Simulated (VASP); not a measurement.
# Ir in VASP: notebook

Ir is run at these levels: PBE; tasks: single point.

Program: VASP 6.6.1. These are calculated values, not measurements. Logs are shortened: lines on timing, memory, paths and dates and some standing lists are left out, and cuts for length are marked.

## 1. The cell of the first run

Symmetry: Immm, No. 71, orthorhombic system. The conventional cell has a = 2.641 Å, b = 2.833 Å, c = 3.435 Å, α = 90.00°, β = 90.00°, γ = 90.00°. Ir (site symmetry mmm) has 14 Ir at 2.59 to 3.43 Å within 3.5 Å.

## 2. Single point, PBE (engineering shear strain xy -0.0700, normal strain along z -0.1125)

INCAR

```
SYSTEM = Ir
ALGO = Fast
EDIFF = 1E-6
ENCUT = 520
GGA = PE
ISIF = 2
ISMEAR = 0
LASPH = .True.
LCHARG = .False.
LREAL = .False.
LWAVE = .False.
NBANDS = 10
NELM = 80
PREC = Accurate
SIGMA = 0.15
```

KPOINTS

```
k-points
0
Gamma
  20 20 20
  0 0 0
```

POSCAR

```
Ir
1.0
   -0.0677313561      1.9351816027      1.7174736724
    1.9351816027     -0.0677313561      1.7174736724
    1.8674502466      1.8674502466      0.0000000000
Ir
1
Direct
    0.0000000000      0.0000000000      0.0000000000
```

Potentials or basis: VASP PAW PBE potentials, release 64 (Ir).

On the command line:

```
cat potpaw_PBE.64/Ir/POTCAR > POTCAR
mpirun -np 1 vasp_std > vasp.out
```

OUTCAR:

```text
SYSTEM = Ir
   EDIFF = 1E-6
   ENCUT = 520
   GGA = PE
   ISIF = 2
   ISMEAR = 0
   LASPH = .True.
   LREAL = .False.
   NELM = 80
   PREC = Accurate

 ion  position               nearest neighbor table
   1  0.000  0.000  0.000-

  LATTYP: Found a body centered orthorhombic cell.
 ALAT       =     2.6409734658
 B/A-ratio  =     1.0725388601
 C/A-ratio  =     1.3006368255

  Lattice vectors:

 A1 = (   0.0677313561,  -1.9351816027,  -1.7174736724)
 A2 = (  -0.0677313561,   1.9351816027,  -1.7174736724)
 A3 = (   1.9351816027,  -0.0677313561,   1.7174736724)

Analysis of symmetry for initial positions (statically):
=====================================================================
 Subroutine PRICEL returns:
 Original cell was already a primitive cell.

 Routine SETGRP: Setting up the symmetry group for a
 body centered orthorhombic supercell.

 Subroutine GETGRP returns: Found  8 space group operations
 (whereof  8 operations were pure point group operations)
 out of a pool of  8 trial point group operations.

The static configuration has the point symmetry D_2h.

Analysis of symmetry for dynamics (positions and initial velocities):
=====================================================================
 Subroutine PRICEL returns:
 Original cell was already a primitive cell.

 Routine SETGRP: Setting up the symmetry group for a
 body centered orthorhombic supercell.

 Subroutine GETGRP returns: Found  8 space group operations
 (whereof  8 operations were pure point group operations)
 out of a pool of  8 trial point group operations.

The dynamic configuration has the point symmetry D_2h.

 Subroutine INISYM returns: Found  8 space group operations
 (whereof  8 operations are pure point group operations),
 and found     1 'primitive' translations

----------------------------------------------------------------------------------------

                                     Primitive cell

  volume of cell :      12.8479

  direct lattice vectors                    reciprocal lattice vectors
    -0.067731356  1.935181603  1.717473672    -0.249636410  0.249636410  0.291125278
     1.935181603 -0.067731356  1.717473672     0.249636410 -0.249636410  0.291125278
     1.867450247  1.867450247  0.000000000     0.267744750  0.267744750 -0.291125278

  length of vectors
     2.588287308  2.588287308  2.640973466     0.457592178  0.457592178  0.477627920

  position of ions in fractional coordinates (direct lattice)
     0.000000000  0.000000000  0.000000000

  ion indices of the primitive-cell ions
   primitive index   ion index
                 1           1

----------------------------------------------------------------------------------------

 KPOINTS: k-points

Automatic generation of k-mesh.
 Grid dimensions read from file:
 generate k-points for:   20   20   20

 Generating k-lattice:

  Cartesian coordinates                     Fractional coordinates (reciprocal lattice)
    -0.012481820  0.012481820  0.014556264     0.050000000  0.000000000  0.000000000
     0.012481820 -0.012481820  0.014556264     0.000000000  0.050000000  0.000000000
     0.013387238  0.013387238 -0.014556264     0.000000000  0.000000000  0.050000000

  Length of vectors
     0.022879609  0.022879609  0.023881396

  Shift w.r.t. Gamma in fractional coordinates (k-lattice)
     0.000000000  0.000000000  0.000000000

 Subroutine IBZKPT returns following result:
 ===========================================

 Found   1166 irreducible k-points:

 Following reciprocal coordinates:
            Coordinates               Weight
  0.000000  0.000000  0.000000      1.000000
  0.050000 -0.000000  0.000000      4.000000
  0.100000 -0.000000  0.000000      4.000000
  0.150000  0.000000  0.000000      4.000000
  0.200000 -0.000000  0.000000      4.000000
  0.250000  0.000000  0.000000      4.000000
[... 16 lines left out ...]
 -0.400000  0.050000  0.000000      4.000000
 -0.350000  0.050000  0.000000      4.000000
 [... further k-points ...]
   k-points           NKPTS =   1166   k-points in BZ     NKDIM =   1166   number of bands    NBANDS=     10
   number of dos      NEDOS =    301   number of ions     NIONS =      1
   total plane-waves  NPLWV =   8000
   dimension x,y,z NGX =    20 NGY =   20 NGZ =   20
   dimension x,y,z NGXF=    40 NGYF=   40 NGZF=   40
   ions per type =               1
   NGX,Y,Z   is equivalent  to a cutoff of  12.85, 12.85, 12.59 a.u.
   NGXF,Y,Z  is equivalent  to a cutoff of  25.69, 25.69, 25.18 a.u.
 SYSTEM =  Ir
   PREC   = accura    normal or accurate (medium, high low for compatibility)
   ISTART =      0    job   : 0-new  1-cont  2-samecut
   ICHARG =      2    charge: 1-file 2-atom 10-const
   ISPIN  =      1    spin polarized calculation?
   LNONCOLLINEAR =      F non collinear calculations
   LSORBIT =      F    spin-orbit coupling
   LASPH  =      T    aspherical Exc in radial PAW
   ENCUT  =  520.0 eV  38.22 Ry    6.18 a.u.   4.81  4.81  4.91*2*pi/ulx,y,z
   NELM   =     80;   NELMIN=  2; NELMDL= -5     # of ELM steps
   EDIFF  = 0.1E-05   stopping-criterion for ELM
   LREAL  =      F    real-space projection
   EDIFFG = 0.1E-04   stopping-criterion for IOM
   NSW    =      0    number of steps for IOM
   IBRION =     -1    ionic relax: 0-MD 1-quasi-New 2-CG
   NFREE  =      0    steps in history (QN), initial steepest desc. (CG)
   ISIF   =      2    stress and relaxation
   ISYM   =      2    0-nonsym 1-usesym 2-fastsym
   POTIM  = 0.5000    time-step for ionic-motion
   TEBEG  =    0.0;   TEEND  =   0.0 temperature during run
   PSTRESS=    0.0 pullay stress
   NELECT =       9.0000    total number of electrons
   NUPDOWN=      -1.0000    fix difference up-down
   EMIN   =  10.00;   EMAX   =-10.00  energy-range for DOS
   EFERMI =   0.00;   METHOD = LEGACY
   ISMEAR =     0;   SIGMA  =   0.15  broadening in eV -4-tet -1-fermi 0-gaus
   EFERMI_NEDOS =   21; number of points for ismear=-14 and -15
   IALGO  =     68    algorithm
   IMIX   =      4    mixing-type and parameters
     AMIX     =   0.40;   BMIX     =  1.00
     AMIX_MAG =   1.60;   BMIX_MAG =  1.00
  volume/ion in A,a.u.               =      12.85        86.70
  Fermi-wavevector in a.u.,A,eV,Ry     =   1.453936  2.747541 28.761759  2.113930
  Thomas-Fermi vector in A             =   2.571145
   LORBIT       =      0    0 simple, 1 ext, 2 COOP (PROOUT), +10 PAW based schemes
   GGA     = PE    functional components
   LHFCALC =     F    Hartree Fock is set to
   AEXX    =    0.0000 exact exchange contribution
   IVDW    =     0    specifies the selected vdW correction
   LEPSILON=     F    determine dielectric tensor
   LRPA    =     F    only Hartree local field effects (RPA)
 non-spin polarized calculation
 RMM-DIIS sequential band-by-band and
 Gauss-broadening in eV      SIGMA  =   0.15
  energy-cutoff  :      520.00
  volume of cell :       12.85
 maximum number of plane-waves:       361
   NGX =  9   NGY =  9   NGZ =  9

 number of electron       9.0000000 magnetization

 Free energy of the ion-electron system (eV)
  ---------------------------------------------------
  ext. energy  EPLUGINS =         0.00000000
  ---------------------------------------------------
  free energy    TOTEN  =        -8.37459702 eV

  energy without entropy =       -8.36431903  energy(sigma->0) =       -8.36945802

 E-fermi :  12.0459     XC(G=0): -14.5605

 val. band max:       12.0433421828   @ k =  -0.2500   0.1500   0.3500
 cond. band min:      12.0485554540   @ k =   0.2500   0.0500   0.3000
 fundamental gap:      0.0052132712
 Fermi energy:        12.0459484734

 k-point     1 :       0.0000    0.0000    0.0000
  band No.  band energies     occupation
      1      -0.0204      2.00000
      2       6.7275      2.00000
      3       7.8593      2.00000
      4       8.6454      2.00000
      5       9.6653      2.00000
      6      11.8232      1.96429
      7      26.5221      0.00000
      8      30.0296      0.00000
      9      32.1161      0.00000
     10      35.8769      0.00000

 k-point     2 :       0.0500   -0.0000    0.0000
  band No.  band energies     occupation
      1       0.0982      2.00000
      2       6.7370      2.00000
      3       7.9063      2.00000
      4       8.6067      2.00000
      5       9.6662      2.00000
      6      11.7780      1.98849
      7      26.7198      0.00000
      8      29.9643      0.00000
      9      32.2986      0.00000
     10      35.2518      0.00000

 k-point     3 :       0.1000   -0.0000    0.0000
  band No.  band energies     occupation
      1       0.4421      2.00000
      2       6.7558      2.00000
      3       8.0133      2.00000
      4       8.5186      2.00000
      5       9.7067      2.00000
      6      11.6589      1.99974
      7      27.2689      0.00000
      8      29.6056      0.00000
      9      32.8364      0.00000
     10      34.7467      0.00000

 k-point     4 :       0.1500    0.0000    0.0000
  band No.  band energies     occupation
      1       0.9726      2.00000
      2       6.7700      2.00000
      3       8.0843      2.00000
      4       8.4445      2.00000
      5       9.8910      2.00000
      6      11.5108      2.00000
      7      28.0152      0.00000
      8      28.7895      0.00000
      9      33.7013      0.00000
     10      35.0791      0.00000
[... 222 lines left out ...]
 k-point    22 :      -0.4500    0.0500    0.0000
  band No.  band energies     occupation
      1       3.0432      2.00000
      2       7.3445      2.00000
      3       8.0202      2.00000
      4      10.2329      2.00000
      5      12.6381      0.00000
      6      13.6731      0.00000
      7      20.5481      0.00000
      8      26.3736      0.00000
      9      33.3058      0.00000
     10      33.4787      0.00000

 k-point    23 :      -0.4000    0.0500    0.0000
  band No.  band energies     occupation
      1       3.0553      2.00000
      2       7.4242      2.00000
      3       7.9959      2.00000
      4       9.6555      2.00000
      5      12.3430      0.00510
      6      13.1312      0.00000
      7      21.6639      0.00000
      8      26.7010      0.00000
      9      33.9039      0.00000
     10      34.3844      0.00000

 k-point    24 :      -0.3500    0.0500    0.0000
  band No.  band energies     occupation
      1       3.0207      2.00000
      2       7.5632      2.00000
      3       7.9605      2.00000
      4       8.7551      2.00000
      5      12.1248      0.45711
      6      12.3876      0.00128
      7      23.1882      0.00000
      8      27.2751      0.00000
      9      34.5891      0.00000
     10      35.9766      0.00000

 [... further k-points ...]
[... 5 lines left out ...]
  --------------------------------------------------------------------------------------
  -------------------------------------------------------------------------------------
  Total        3.9604976      3.9604976      7.3799143      1.1736693     -0.0000000     -0.0000000
  in kB      493.8887495    493.8887495    920.3027136    146.3609158     -0.0000000     -0.0000000
  external PRESSURE =     636.0267375 kB  Pullay stress =       0.0000000 kB

 VOLUME and BASIS-vectors are now :
 -----------------------------------------------------------------------------
  energy-cutoff  :      520.00
  volume of cell :       12.85
      direct lattice vectors                 reciprocal lattice vectors
    -0.067731356  1.935181603  1.717473672    -0.249636410  0.249636410  0.291125278
     1.935181603 -0.067731356  1.717473672     0.249636410 -0.249636410  0.291125278
     1.867450247  1.867450247  0.000000000     0.267744750  0.267744750 -0.291125278

 POSITION                                       TOTAL-FORCE (eV/Angst)
 -----------------------------------------------------------------------------------
      0.00000      0.00000      0.00000         0.000000      0.000000      0.000000
 -----------------------------------------------------------------------------------
    total drift:                               -0.000000      0.000000      0.000000

  FREE ENERGIE OF THE ION-ELECTRON SYSTEM (eV)
  ---------------------------------------------------
  free  energy   TOTEN  =        -8.3745970151 eV

  energy  without entropy=       -8.3643190289  energy(sigma->0) =       -8.36945802
```

Run time: 1.9 min. Hardware: 1 thread of Intel Xeon 8259CL, shared host; peak memory 0.27 GiB.

What came out:

| Item | Value |
| --- | --- |
| Free energy | -8.3746 eV |
| Pressure | 63.6 GPa |
| Band gap on the k mesh | zero (an odd number of electrons rules out a gap without spin polarisation) |

Levels at points of the mesh, in eV from the Fermi level:
```csv
k point,band 1,band 2,band 3,band 4,band 5,band 6,band 7,band 8,band 9
"(0.00, 0.00, 0.00)",-12.07,-5.32,-4.19,-3.40,-2.38,-0.22,14.48,17.98,20.07
"(0.50, 0.00, 0.00)",-9.11,-4.82,-3.84,-1.16,0.03,1.86,8.21,13.98,21.01
"(0.50, 0.50, 0.00)",-8.90,-8.52,1.18,1.84,2.07,3.80,9.60,12.19,14.40
"(0.00, 0.00, 0.50)",-9.01,-5.95,-3.09,-0.45,1.18,1.66,9.06,13.30,18.84
"(0.50, 0.00, 0.50)",-9.00,-8.12,0.46,1.01,1.48,2.47,11.05,12.28,14.14
```

Caveat: the cell differs from its parent crystal (engineering shear strain xy -0.0700, normal strain along z -0.1125); the cell stands under pressure; spin-orbit coupling is left out, which moves the levels of the heavy elements.

## 3. Single point, PBE (engineering shear strain xy +0.0000, normal strain along z +0.1500)

INCAR

```
SYSTEM = Ir
  ALGO = Fast
  EDIFF = 1E-6
  ENCUT = 520
  GGA = PE
  ISIF = 2
  ISMEAR = 0
  LASPH = .TRUE.
  LCHARG = .TRUE.
  LELF = .TRUE.
  LREAL = .FALSE.
  LVHAR = .TRUE.
  LWAVE = .FALSE.
  NBANDS = 10
  NELM = 80
  PREC = Accurate
  SIGMA = 0.15
```

KPOINTS

```
k-points
0
G
  20 20 20
  0 0 0
```

POSCAR

```
Ir
1.0
    0.0000000000      1.9351816027      2.2254588431
    1.9351816027      0.0000000000      2.2254588431
    1.9351816027      1.9351816027      0.0000000000
Ir
1
Direct
    0.0000000000      0.0000000000      0.0000000000
```

Potentials or basis: VASP PAW PBE potentials, release 64 (Ir).

On the command line:

```
cat potpaw_PBE.64/Ir/POTCAR > POTCAR
mpirun -np 1 vasp_std > vasp.out
```

Wall time 84 s (1 thread of Intel Xeon Platinum 8488C (Sapphire Rapids), shared host); peak memory 0.23 GiB.

The run converged. Its results:

| Quantity | Value |
| --- | --- |
| Free energy | -8.4424 eV |
| Pressure | -30.0 GPa |
| Band gap on the k mesh | zero (an odd number of electrons rules out a gap without spin polarisation) |

Stress tensor (GPa, compression positive):
```
-19.93   0.00   0.00
  0.00 -19.93   0.00
  0.00   0.00 -50.10
```

Levels at points of the mesh, in eV from the Fermi level:
```
           k point  band 1  band 2  band 3  band 4  band 5  band 6  band 7  band 8
(0.00, 0.00, 0.00)   -9.40   -3.95   -2.34   -2.34   -2.00    0.00   14.87   17.20
(0.50, 0.00, 0.00)   -6.43   -3.75   -2.27   -0.20    0.38    0.92    5.98   13.41
(0.50, 0.50, 0.00)   -6.37   -5.70    0.32    0.86    0.99    0.99    6.41   12.70
(0.50, 0.00, 0.50)   -6.10   -5.56    0.31    0.39    1.93    2.75    9.78   10.02
```

Caveat: the cell differs from its parent crystal (engineering shear strain xy +0.0000, normal strain along z +0.1500); the cell stands under tension; spin-orbit coupling is left out, which moves the levels of the heavy elements.

## 4. Single point, PBE (engineering shear strain xy -0.0700, normal strain along z +0.0750)

INCAR

```
SYSTEM = Ir
PREC     = Accurate       ! precision mode
ENCUT    = 520            ! plane-wave cutoff, eV
EDIFF    = 1E-7           ! SCF threshold, eV
ISMEAR   = 0              ! smearing method
SIGMA    = 0.15           ! smearing width, eV
LREAL    = .FALSE.        ! projectors in reciprocal space
LASPH    = .TRUE.         ! aspherical terms in the spheres
NELM     = 100            ! most SCF steps
ALGO     = Fast           ! electronic algorithm
ISIF     = 2              ! what is computed and relaxed
LWAVE    = .FALSE.        ! write WAVECAR
LCHARG   = .FALSE.        ! write CHGCAR
GGA      = PE             ! functional
NBANDS   = 10             ! bands
```

KPOINTS

```
Automatic mesh
0
G
  20 20 20
  0 0 0
```

POSCAR

```
Ir
1.0
   -0.0677313561      1.9351816027      2.0803202229
    1.9351816027     -0.0677313561      2.0803202229
    1.8674502466      1.8674502466      0.0000000000
Ir
1
Direct
    0.0000000000      0.0000000000      0.0000000000
```

On the command line:

```
cat potpaw_PBE.64/Ir/POTCAR > POTCAR
mpirun -np 1 vasp_std > vasp.out
```

Wall time 3.1 min (1 thread of Intel Xeon Platinum 8488C (Sapphire Rapids), shared host); peak memory 0.3 GiB.

It converged, with:

* Free energy: -8.6792 eV
* Pressure: -17.3 GPa
* Band gap on the k mesh: zero (an odd number of electrons rules out a gap without spin polarisation)

Stress tensor (GPa, compression positive):
```
 -9.50  16.66   0.00
 16.66  -9.50   0.00
  0.00   0.00 -32.80
```

Levels at points of the mesh, in eV from the Fermi level:
| k point | band 1 | band 2 | band 3 | band 4 | band 5 | band 6 | band 7 | band 8 | band 9 |
| --- | --- | --- | --- | --- | --- | --- | --- | --- | --- |
| (0.00, 0.00, 0.00) | -10.08 | -4.02 | -3.46 | -2.47 | -1.53 | -0.42 | 14.50 | 18.43 | 19.06 |
| (0.50, 0.00, 0.00) | -7.21 | -4.20 | -2.43 | -0.76 | 0.67 | 0.79 | 5.88 | 14.00 | 18.73 |
| (0.50, 0.50, 0.00) | -6.96 | -6.31 | 0.88 | 0.88 | 1.18 | 1.26 | 8.11 | 10.89 | 13.58 |
| (0.00, 0.00, 0.50) | -7.00 | -3.45 | -3.44 | -0.08 | 0.38 | 1.18 | 7.13 | 13.75 | 18.47 |
| (0.50, 0.00, 0.50) | -6.80 | -6.30 | 0.57 | 0.81 | 1.77 | 2.31 | 10.08 | 10.66 | 11.25 |

Caveat: the cell differs from its parent crystal (engineering shear strain xy -0.0700, normal strain along z +0.0750); the cell stands under tension; spin-orbit coupling is left out, which moves the levels of the heavy elements.

## 5. Summary

```tsv
cell	further INCAR settings	gap on the mesh (eV)	pressure (GPa)
a = 2.588, b = 2.588, c = 2.641 Å, angles 59.3, 59.3, 66.3°, 1 atom	ALGO = Fast; EDIFF = 1e-06; NBANDS = 10	none	63.6
a = 2.949, b = 2.949, c = 2.737 Å, angles 62.4, 62.4, 55.3°, 1 atom	ALGO = Fast; EDIFF = 1e-06; NBANDS = 10	none	-30.0
a = 2.842, b = 2.842, c = 2.641 Å, angles 62.3, 62.3, 59.8°, 1 atom	ALGO = Fast; EDIFF = 1e-07; NBANDS = 10	none	-17.3
```

Alike in all rows: task single point; level PBE; potentials or basis VASP PAW PBE potentials, release 64 (Ir); no spin polarisation; k mesh 20 × 20 × 20; cutoff (eV) 520; smearing gaussian 0.15 eV.

Caveats: spin-orbit coupling is left out, which moves the levels of the heavy elements; the cell stands under tension (at least some runs); the cell stands under pressure (at least some runs).

Total energies depend on the potentials used, so only differences within one code and one set of settings carry meaning.
